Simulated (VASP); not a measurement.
# HfO2 (R-3m) in VASP: notebook

The runs below take HfO2 through single point, with PBEsol.

Everything below comes from runs of VASP 6.6.1. Logs are shortened: lines on timing, memory, paths and dates and some standing lists are left out, and cuts for length are marked.

## (1) The cell of the first run

It takes space group R-3m (No. 166, trigonal). The conventional cell has a = 3.597 Å, b = 3.597 Å, c = 8.131 Å, α = 90.00°, β = 90.00°, γ = 120.00°. Hf (site symmetry -3m) has 8 O at 2.03 to 2.18 Å within 2.7 Å. Within 2.7 Å of O (site symmetry 3m) lie 4 Hf at 2.03 to 2.18 Å and 6 O at 2.48 Å.

## (2) Single point, PBEsol

File INCAR:

```
PREC     = Accurate       # precision mode
ENCUT    = 520            # plane-wave cutoff, eV
EDIFF    = 1E-6           # SCF threshold, eV
ISMEAR   = 0              # smearing method
SIGMA    = 0.05           # smearing width, eV
LREAL    = False          # projectors in reciprocal space
LASPH    = True           # aspherical terms in the spheres
NELM     = 80             # most SCF steps
ALGO     = Normal         # electronic algorithm
ISIF     = 2              # what is computed and relaxed
LWAVE    = False          # write WAVECAR
LCHARG   = False          # write CHGCAR
GGA      = PS             # functional
NBANDS   = 18             # bands
```

File KPOINTS:

```
regular mesh
0
Gamma
  8 8 8
```

File POSCAR:

```
HfO2
1.0
   -0.1309138544      2.4127491196      2.4127491196
    2.4127491196     -0.1309138544      2.4127491196
    2.4127491196      2.4127491196     -0.1309138544
Hf O
1 2
Direct
    0.0000000000      0.0000000000      0.0000000000
    0.2500000000      0.2500000000      0.2500000000
    0.7500000000      0.7500000000      0.7500000000
```

Potentials or basis: VASP PAW PBE potentials, release 64 (Hf_pv, O).

The run is started by

```sh
$ cat potpaw_PBE.64/Hf_pv/POTCAR potpaw_PBE.64/O/POTCAR > POTCAR
$ mpirun -np 1 vasp_std > vasp.out
```

OUTCAR:

```text
PREC = Accurate
   ENCUT = 520
   EDIFF = 1E-6
   ISMEAR = 0
   LREAL = False
   LASPH = True
   NELM = 80
   ISIF = 2
   GGA = PS

 ion  position               nearest neighbor table
   1  0.000  0.000  0.000-   2 2.03   3 2.03   3 2.18   3 2.18   3 2.18   2 2.18   2 2.18   2 2.18

   2  0.250  0.250  0.250-   1 2.03   1 2.18   1 2.18   1 2.18
   3  0.750  0.750  0.750-   1 2.03   1 2.18   1 2.18   1 2.18

  LATTYP: Found a trigonal (rhomboedric) cell.
 ALAT       =     3.4146529934
 COS(alpha) =     0.4450856131

  Lattice vectors:

 A1 = (  -0.1309138544,   2.4127491196,   2.4127491196)
 A2 = (   2.4127491196,  -0.1309138544,   2.4127491196)
 A3 = (   2.4127491196,   2.4127491196,  -0.1309138544)

Analysis of symmetry for initial positions (statically):
=====================================================================
 Subroutine PRICEL returns:
 Original cell was already a primitive cell.

 Routine SETGRP: Setting up the symmetry group for a
 trigonal (rhombohedral) supercell.

 Subroutine GETGRP returns: Found 12 space group operations
 (whereof 12 operations were pure point group operations)
 out of a pool of 12 trial point group operations.

The static configuration has the point symmetry D_3d.

Analysis of symmetry for dynamics (positions and initial velocities):
=====================================================================
 Subroutine PRICEL returns:
 Original cell was already a primitive cell.

 Routine SETGRP: Setting up the symmetry group for a
 trigonal (rhombohedral) supercell.

 Subroutine GETGRP returns: Found 12 space group operations
 (whereof 12 operations were pure point group operations)
 out of a pool of 12 trial point group operations.

The dynamic configuration has the point symmetry D_3d.

 Subroutine INISYM returns: Found 12 space group operations
 (whereof 12 operations are pure point group operations),
 and found     1 'primitive' translations

----------------------------------------------------------------------------------------

                                     Primitive cell

  volume of cell :      30.3750

  direct lattice vectors                    reciprocal lattice vectors
    -0.130913854  2.412749120  2.412749120    -0.191085428  0.202048415  0.202048415
     2.412749120 -0.130913854  2.412749120     0.202048415 -0.191085428  0.202048415
[... 80 lines left out ...]
   ICHARG =      2    charge: 1-file 2-atom 10-const
   ISPIN  =      1    spin polarized calculation?
   LNONCOLLINEAR =      F non collinear calculations
   LSORBIT =      F    spin-orbit coupling
   LASPH  =      T    aspherical Exc in radial PAW
   ENCUT  =  520.0 eV  38.22 Ry    6.18 a.u.   6.35  6.35  6.35*2*pi/ulx,y,z
   NELM   =     80;   NELMIN=  2; NELMDL= -5     # of ELM steps
   EDIFF  = 0.1E-05   stopping-criterion for ELM
   LREAL  =      F    real-space projection
   EDIFFG = 0.1E-04   stopping-criterion for IOM
   NSW    =      0    number of steps for IOM
   IBRION =     -1    ionic relax: 0-MD 1-quasi-New 2-CG
   NFREE  =      0    steps in history (QN), initial steepest desc. (CG)
   ISIF   =      2    stress and relaxation
   ISYM   =      2    0-nonsym 1-usesym 2-fastsym
   POTIM  = 0.5000    time-step for ionic-motion
   TEBEG  =    0.0;   TEEND  =   0.0 temperature during run
   PSTRESS=    0.0 pullay stress
   NELECT =      22.0000    total number of electrons
   NUPDOWN=      -1.0000    fix difference up-down
   EMIN   =  10.00;   EMAX   =-10.00  energy-range for DOS
   EFERMI =   0.00;   METHOD = LEGACY
   ISMEAR =     0;   SIGMA  =   0.05  broadening in eV -4-tet -1-fermi 0-gaus
   EFERMI_NEDOS =   21; number of points for ismear=-14 and -15
   IALGO  =     38    algorithm
   IMIX   =      4    mixing-type and parameters
     AMIX     =   0.40;   BMIX     =  1.00
     AMIX_MAG =   1.60;   BMIX_MAG =  1.00
  volume/ion in A,a.u.               =      10.12        68.33
  Fermi-wavevector in a.u.,A,eV,Ry     =   1.470202  2.778279 29.408904  2.161493
  Thomas-Fermi vector in A             =   2.585487
   LORBIT       =      0    0 simple, 1 ext, 2 COOP (PROOUT), +10 PAW based schemes
   GGA     = PS    functional components
   LHFCALC =     F    Hartree Fock is set to
   AEXX    =    0.0000 exact exchange contribution
   IVDW    =     0    specifies the selected vdW correction
   LEPSILON=     F    determine dielectric tensor
   LRPA    =     F    only Hartree local field effects (RPA)
 non-spin polarized calculation
 Gauss-broadening in eV      SIGMA  =   0.05
  energy-cutoff  :      520.00
  volume of cell :       30.37
 maximum number of plane-waves:       839
 NGX is ok and might be reduce to    28
   NGX = 13   NGY = 13   NGZ = 13

 number of electron      21.9999997 magnetization

 Free energy of the ion-electron system (eV)
  ---------------------------------------------------
  ext. energy  EPLUGINS =         0.00000000
  ---------------------------------------------------
  free energy    TOTEN  =       -31.46224611 eV

  energy without entropy =      -31.46224611  energy(sigma->0) =      -31.46224611

 E-fermi :   4.9457     XC(G=0): -12.4804

 val. band max:        4.7080587730   @ k =   0.5000   0.5000   0.0000
 cond. band min:       8.6322313994   @ k =   0.5000   0.5000   0.0000
 fundamental gap:      3.9241726264
 Fermi energy:         4.9456962259

 k-point     1 :       0.0000    0.0000    0.0000
  band No.  band energies     occupation
      1     -24.5800      2.00000
      2     -24.5557      2.00000
      3     -24.5557      2.00000
      4     -14.4186      2.00000
      5     -10.9234      2.00000
      6      -1.1956      2.00000
[... 481 lines left out ...]
      5     -11.8036      2.00000
      6      -0.4587      2.00000
[... 10 lines left out ...]
     17      16.0517      0.00000
     18      18.0182      0.00000

 [... further k-points ...]
[... 5 lines left out ...]
  --------------------------------------------------------------------------------------
  -------------------------------------------------------------------------------------
  Total        2.7952478      2.7952478      2.7952478      1.7172360      1.7172360      1.7172360
  in kB      147.4397587    147.4397587    147.4397587     90.5783254     90.5783254     90.5783254
  external PRESSURE =     147.4397587 kB  Pullay stress =       0.0000000 kB

 VOLUME and BASIS-vectors are now :
 -----------------------------------------------------------------------------
  energy-cutoff  :      520.00
  volume of cell :       30.37
      direct lattice vectors                 reciprocal lattice vectors
    -0.130913854  2.412749120  2.412749120    -0.191085428  0.202048415  0.202048415
     2.412749120 -0.130913854  2.412749120     0.202048415 -0.191085428  0.202048415
     2.412749120  2.412749120 -0.130913854     0.202048415  0.202048415 -0.191085428

 POSITION                                       TOTAL-FORCE (eV/Angst)
 -----------------------------------------------------------------------------------
      0.00000      0.00000      0.00000        -0.000000     -0.000000     -0.000000
      1.17365      1.17365      1.17365         0.747740      0.747740      0.747740
      3.52094      3.52094      3.52094        -0.747740     -0.747740     -0.747740
 -----------------------------------------------------------------------------------
    total drift:                                0.000000      0.000000      0.000000

  FREE ENERGIE OF THE ION-ELECTRON SYSTEM (eV)
  ---------------------------------------------------
  free  energy   TOTEN  =       -31.4622461123 eV

  energy  without entropy=      -31.4622461123  energy(sigma->0) =      -31.46224611
```

OSZICAR:

```text
N       E                     dE             d eps       ncg     rms          rms(c)
DAV:   1     0.900968998494E+02    0.90097E+02   -0.12790E+04  2348   0.122E+03
DAV:   2    -0.328781545652E+02   -0.12298E+03   -0.11968E+03  3014   0.291E+02
DAV:   3    -0.365931324947E+02   -0.37150E+01   -0.37009E+01  2704   0.448E+01
DAV:   4    -0.366130725862E+02   -0.19940E-01   -0.19935E-01  2978   0.362E+00
DAV:   5    -0.366131744538E+02   -0.10187E-03   -0.10187E-03  2636   0.243E-01    0.591E+01
DAV:   6    -0.316003672970E+02    0.50128E+01   -0.17134E+01  2404   0.311E+01    0.480E+01
DAV:   7    -0.314972335872E+02    0.10313E+00   -0.60623E-01  2696   0.653E+00    0.299E+01
DAV:   8    -0.314740831612E+02    0.23150E-01   -0.15548E-01  2608   0.367E+00    0.716E+00
DAV:   9    -0.314625253828E+02    0.11558E-01   -0.41875E-02  2552   0.164E+00    0.268E+00
DAV:  10    -0.314622160442E+02    0.30934E-03   -0.24464E-03  2802   0.385E-01    0.308E-01
DAV:  11    -0.314622447845E+02   -0.28740E-04   -0.12063E-04  2710   0.986E-02    0.136E-01
DAV:  12    -0.314622457770E+02   -0.99257E-06   -0.10120E-05  2636   0.234E-02    0.287E-03
DAV:  13    -0.314622461123E+02   -0.33528E-06   -0.59085E-07  2018   0.636E-03
   1 F= -.31462246E+02 E0= -.31462246E+02  d E =-.255936E-13
```

Run time: 48 s. Hardware: 1 thread of Intel Xeon Platinum 8259CL at 2.50GHz (Skylake/Cascade Lake), shared host; peak memory 0.17 GiB.

What came out:

```yaml
Free_energy: -31.4622 eV
Pressure: 14.7 GPa
Largest_force: 1.295 eV/Å
Band_gap_on_the_k_mesh: 3.92 eV, direct
```

Forces in eV/Å, atoms in the order of the input:
```
Hf   0.000  0.000  0.000
O    0.748  0.748  0.748
O   -0.748 -0.748 -0.748
```

Caveat: the PAW data sets were made with another functional, which shifts forces and pressure a little; spin-orbit coupling is left out, which moves the levels of the heavy elements.

## (3) Single point, PBEsol

This run uses another cell than the first one, of 10.41 Å³/atom, 1.028 times its volume.

File INCAR:

```
PREC = Accurate
ENCUT = 520
EDIFF = 1E-7
ISMEAR = 0
SIGMA = 0.05
LREAL = F
LASPH = T
NELM = 100
ALGO = Normal
ISIF = 2
LWAVE = F
LCHARG = F
GGA = PS
NBANDS = 18
```

KPOINTS is that of step 2.

File POSCAR:

```
HfO2
1.0
    0.2052022242      2.6061642861      2.6061642861
    2.6061642861      0.2052022242      2.6061642861
    2.6061642861      2.6061642861      0.2052022242
Hf O
1 2
Direct
    0.0000000000      0.0000000000      0.0000000000
    0.2500000000      0.2500000000      0.2500000000
    0.7500000000      0.7500000000      0.7500000000
```

Potentials or basis: VASP PAW PBE potentials, release 64 (Hf_pv, O).

The run is started by

```sh
$ cat potpaw_PBE.64/Hf_pv/POTCAR potpaw_PBE.64/O/POTCAR > POTCAR
$ mpirun -np 1 vasp_std > vasp.out
```

Wall time 48 s (1 thread of Intel Xeon Platinum 8259CL at 2.50GHz (Skylake/Cascade Lake), shared host); peak memory 0.18 GiB.

The run converged. Its results:

- Free energy: -31.4639 eV
- Pressure: 8.0 GPa
- Largest force: 0.761 eV/Å
- Band gap on the k mesh: 3.91 eV, direct

Forces on the atoms (eV/Å):
```
Hf   0.000  0.000  0.000
O   -0.440 -0.440 -0.440
O    0.440  0.440  0.440
```

Stress tensor (GPa, compression positive):
```
 8.00 -6.24 -6.24
-6.24  8.00 -6.24
-6.24 -6.24  8.00
```

Levels at points of the mesh, in eV from the valence-band top:
| k point | band 8 | band 9 | band 10 | band 11 | band 12 | band 13 | band 14 | band 15 |
| --- | --- | --- | --- | --- | --- | --- | --- | --- |
| (0.00, 0.00, 0.00) | -5.52 | -0.65 | -0.65 | -0.42 | 4.03 | 4.03 | 6.03 | 10.24 |
| (0.50, 0.00, 0.00) | -3.35 | -2.77 | -1.98 | -1.68 | 4.64 | 5.30 | 7.65 | 9.15 |
| (0.50, 0.50, 0.00) | -3.18 | -2.17 | -1.06 | 0.00 | 3.91 | 5.90 | 6.26 | 8.73 |
| (0.50, 0.50, 0.50) | -3.01 | -2.66 | -1.68 | -1.68 | 4.60 | 4.60 | 6.14 | 9.21 |

Caveat: the PAW data sets were made with another functional, which shifts forces and pressure a little; spin-orbit coupling is left out, which moves the levels of the heavy elements. A k mesh can miss the band edges.

## (4) Single point, PBEsol

This run uses another cell than the first one, of 10.41 Å³/atom, 1.028 times its volume.

File INCAR:

```
PREC = Accurate ; ENCUT = 520
EDIFF = 1E-6 ; ISMEAR = 0
SIGMA = 0.05 ; LREAL = F
LASPH = T ; NELM = 80
ALGO = Normal ; ISIF = 2
LWAVE = F ; LCHARG = F
GGA = PS ; NBANDS = 18
```

File KPOINTS:

```
Automatic mesh
0
Gamma
  8 8 8
```

File POSCAR:

```
HfO2
1.0
   -0.1970566760      2.4049240809      2.4049240809
    2.4049240809     -0.1970566760      2.4049240809
    2.4049240809      2.4049240809     -0.1970566760
Hf O
1 2
Direct
    0.0000000000      0.0000000000      0.0000000000
    0.2500000000      0.2500000000      0.2500000000
    0.7500000000      0.7500000000      0.7500000000
```

The run is started by

```sh
$ cat potpaw_PBE.64/Hf_pv/POTCAR potpaw_PBE.64/O/POTCAR > POTCAR
$ mpirun -np 1 vasp_std > vasp.out
```

It took 45 s on 1 thread of Intel Xeon Platinum 8259CL at 2.50GHz (Skylake/Cascade Lake), shared host; peak memory 0.18 GiB.

It converged, with:

```
Free energy            : -31.3525 eV
Pressure               : 9.5 GPa
Largest force          : 1.941 eV/Å
Band gap on the k mesh : 3.94 eV, direct
```

Forces in eV/Å, atoms in the order of the input:
```
Hf   0.000  0.000  0.000
O    1.121  1.121  1.121
O   -1.121 -1.121 -1.121
```

Stress tensor (GPa, compression positive):
```
 9.54 13.52 13.52
13.52  9.54 13.52
13.52 13.52  9.54
```

Levels at points of the mesh, in eV from the valence-band top:
| k point | band 8 | band 9 | band 10 | band 11 | band 12 | band 13 | band 14 | band 15 |
| --- | --- | --- | --- | --- | --- | --- | --- | --- |
| (0.00, 0.00, 0.00) | -5.48 | -0.60 | -0.60 | -0.57 | 4.04 | 4.04 | 5.98 | 10.48 |
| (0.50, 0.00, 0.00) | -3.09 | -2.92 | -2.04 | -1.48 | 4.34 | 5.21 | 7.01 | 9.20 |
| (0.50, 0.50, 0.00) | -3.11 | -2.16 | -1.17 | 0.00 | 3.94 | 5.93 | 6.61 | 7.81 |
| (0.50, 0.50, 0.50) | -3.57 | -2.49 | -2.03 | -2.03 | 5.17 | 5.17 | 8.50 | 8.99 |

Caveat: the PAW data sets were made with another functional, which shifts forces and pressure a little; spin-orbit coupling is left out, which moves the levels of the heavy elements. A k mesh can miss the band edges.

## (5) Single point, PBEsol

This run uses another cell than the first one, of 10.41 Å³/atom, 1.028 times its volume.

File INCAR:

```
SYSTEM = HfO2
ALGO     = Normal         ! electronic algorithm
EDIFF    = 1E-6           ! SCF threshold, eV
ENCUT    = 520            ! plane-wave cutoff, eV
GGA      = PS             ! functional
ISIF     = 2              ! what is computed and relaxed
ISMEAR   = 0              ! smearing method
LASPH    = .TRUE.         ! aspherical terms in the spheres
LCHARG   = .FALSE.        ! write CHGCAR
LREAL    = .FALSE.        ! projectors in reciprocal space
LWAVE    = .FALSE.        ! write WAVECAR
NBANDS   = 18             ! bands
NELM     = 60             ! most SCF steps
PREC     = Accurate       ! precision mode
SIGMA    = 0.05           ! smearing width, eV
```

File KPOINTS:

```
k-points
0
G
  8 8 8
  0 0 0
```

File POSCAR:

```
HfO2
1.0
   -0.1321308338      2.4351781128      2.4351781128
    2.4351781128     -0.1321308338      2.4351781128
    2.4351781128      2.4351781128     -0.1321308338
Hf O
1 2
Direct
    0.0000000000      0.0000000000      0.0000000000
    0.2500000000      0.2500000000      0.2500000000
    0.7500000000      0.7500000000      0.7500000000
```

The run is started by

```sh
$ cat potpaw_PBE.64/Hf_pv/POTCAR potpaw_PBE.64/O/POTCAR > POTCAR
$ mpirun -np 1 vasp_std > vasp.out
```

Run time: 57 s. Hardware: 1 thread of Intel Xeon Platinum 8259CL at 2.50GHz (Skylake/Cascade Lake), shared host; peak memory 0.18 GiB.

The run converged. Its results:

| Quantity | Value |
| --- | --- |
| Free energy | -31.5186 eV |
| Pressure | 6.1 GPa |
| Largest force | 1.112 eV/Å |
| Band gap on the k mesh | 3.85 eV, direct |

Forces on the atoms (eV/Å):
```
Hf   0.000  0.000  0.000
O    0.642  0.642  0.642
O   -0.642 -0.642 -0.642
```

Stress tensor (GPa, compression positive):
```
6.09 7.87 7.87
7.87 6.09 7.87
7.87 7.87 6.09
```

Levels at points of the mesh, in eV from the valence-band top:
```tsv
k point	band 8	band 9	band 10	band 11	band 12	band 13	band 14	band 15
(0.00, 0.00, 0.00)	-5.54	-0.63	-0.61	-0.61	3.95	3.95	5.99	10.64
(0.50, 0.00, 0.00)	-3.08	-2.91	-2.00	-1.65	4.42	4.98	7.10	9.09
(0.50, 0.50, 0.00)	-3.31	-1.98	-1.29	0.00	3.85	5.78	6.77	8.01
(0.50, 0.50, 0.50)	-3.45	-2.64	-2.00	-2.00	4.95	4.95	8.17	8.96
```

Caveat: the PAW data sets were made with another functional, which shifts forces and pressure a little; spin-orbit coupling is left out, which moves the levels of the heavy elements. A k mesh can miss the band edges.

## (6) Single point, PBEsol

This run uses another cell than the first one, of 10.41 Å³/atom, 1.028 times its volume.

File INCAR:

```
PREC = Accurate ; ENCUT = 520
EDIFF = 1E-6 ; ISMEAR = 0
SIGMA = 0.05 ; LREAL = F
LASPH = T ; NELM = 100
ALGO = Normal ; ISIF = 2
LWAVE = F ; LCHARG = F
GGA = PS ; NBANDS = 18
```

File KPOINTS:

```
regular mesh
0
Gamma
  8 8 8
```

File POSCAR:

```
HfO2
1.0
    0.1357829284      2.5691687414      2.5691687414
    2.5691687414      0.1357829284      2.5691687414
    2.5691687414      2.5691687414      0.1357829284
Hf O
1 2
Direct
    0.0000000000      0.0000000000      0.0000000000
    0.2500000000      0.2500000000      0.2500000000
    0.7500000000      0.7500000000      0.7500000000
```

Potentials or basis: VASP PAW PBE potentials, release 64 (Hf_pv, O).

The run is started by

```sh
$ cat potpaw_PBE.64/Hf_pv/POTCAR potpaw_PBE.64/O/POTCAR > POTCAR
$ mpirun -np 1 vasp_std > vasp.out
```

Wall time 47 s (1 thread of Intel Xeon Platinum 8259CL at 2.50GHz (Skylake/Cascade Lake), shared host); peak memory 0.18 GiB.

Results (log left out):

- Free energy: -31.5509 eV
- Pressure: 5.6 GPa
- Largest force: 0.602 eV/Å
- Band gap on the k mesh: 3.84 eV, direct

Forces on the atoms (eV/Å):
```
Hf   0.000  0.000  0.000
O   -0.347 -0.347 -0.347
O    0.347  0.347  0.347
```

Stress tensor (GPa, compression positive):
```
 5.64 -4.75 -4.75
-4.75  5.64 -4.75
-4.75 -4.75  5.64
```

Levels at points of the mesh, in eV from the valence-band top:
```
           k point  band 8  band 9  band 10  band 11  band 12  band 13  band 14  band 15
(0.00, 0.00, 0.00)   -5.59   -0.65    -0.65    -0.52     3.94     3.94     6.00    10.43
(0.50, 0.00, 0.00)   -3.28   -2.80    -2.00    -1.77     4.59     5.06     7.62     9.04
(0.50, 0.50, 0.00)   -3.34   -1.99    -1.25     0.00     3.84     5.76     6.59     8.47
(0.50, 0.50, 0.50)   -2.99   -2.82    -1.77    -1.77     4.58     4.58     6.51     9.11
```

Caveat: the PAW data sets were made with another functional, which shifts forces and pressure a little; spin-orbit coupling is left out, which moves the levels of the heavy elements. A k mesh can miss the band edges.

## (7) Summary

| cell | gap on the mesh (eV) | pressure (GPa) | largest force (eV/Å) |
| --- | --- | --- | --- |
| a = 3.415 Å, angles 63.6°, 3 atoms | 3.92 | 14.7 | 1.30 |
| a = 3.691 Å, angles 54.8°, 3 atoms | 3.91 | 8.0 | 0.76 |
| a = 3.407 Å, angles 65.4°, 3 atoms | 3.94 | 9.5 | 1.94 |
| a = 3.446 Å, angles 63.6°, 3 atoms | 3.85 | 6.1 | 1.11 |
| a = 3.636 Å, angles 56.5°, 3 atoms | 3.84 | 5.6 | 0.60 |

Alike in all rows: task single point; level PBEsol; potentials or basis VASP PAW PBE potentials, release 64 (Hf_pv, O); no spin polarisation; k mesh 8 × 8 × 8; cutoff (eV) 520; smearing gaussian 0.05 eV.

Caveats: the PAW data sets were made with another functional, which shifts forces and pressure a little; spin-orbit coupling is left out, which moves the levels of the heavy elements.

Absolute energies hang on the potentials; compare differences alone.
